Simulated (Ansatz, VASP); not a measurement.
**One calculation of ZnCd3Te2, two programs**

```xyz
6
Lattice="6.4954 0.0000 0.0000 -3.2477 5.6252 0.0000 0.0000 0.0000 5.1519" Properties=species:S:1:pos:R:3 pbc="T T T"
Zn    0.0000    0.0000    2.5760
Cd    3.2477    0.0000    2.5760
Cd   -1.6239    2.8126    2.5760
Cd    1.6239    2.8126    2.5760
Te    0.0000    3.7501    0.3828
Te    3.2477    1.8751    4.7691
```

Alike in both runs: functional PBE; k mesh 3 × 3 × 4; occupations gaussian, width 0.1 eV; no spin polarisation.

Ansatz relaxed the structure, and its values are those at the end. VASP's run is a single point on that final structure, the one shown.

|  | VASP | Ansatz |
| --- | --- | --- |
| version | VASP 6.6.1 | Ansatz 0.2.0 |
| potentials or method | VASP PAW PBE potentials, release 64 (Zn, Cd, Te), cutoff 520 eV | scalar-relativistic, plane waves, PAW |
| valence electrons in the cell | 60 | 104 |

```csv
,VASP,Ansatz,Ansatz less VASP
gap on the k mesh at the Fermi level (eV),none,none,-
pressure (GPa),0.2,0.1,-0.13
rms of the force components (eV/Å),0.000,0.012,+0.0112
```

A gap of «none» marks a metal or a gap that the smearing closes. VASP's potentials hold 60 valence electrons a cell and Ansatz's 104, so a difference there can come from the potentials and not from the codes.

The k mesh is coarse, so the values compare programs but aren't converged. Neither program's run includes spin-orbit coupling.
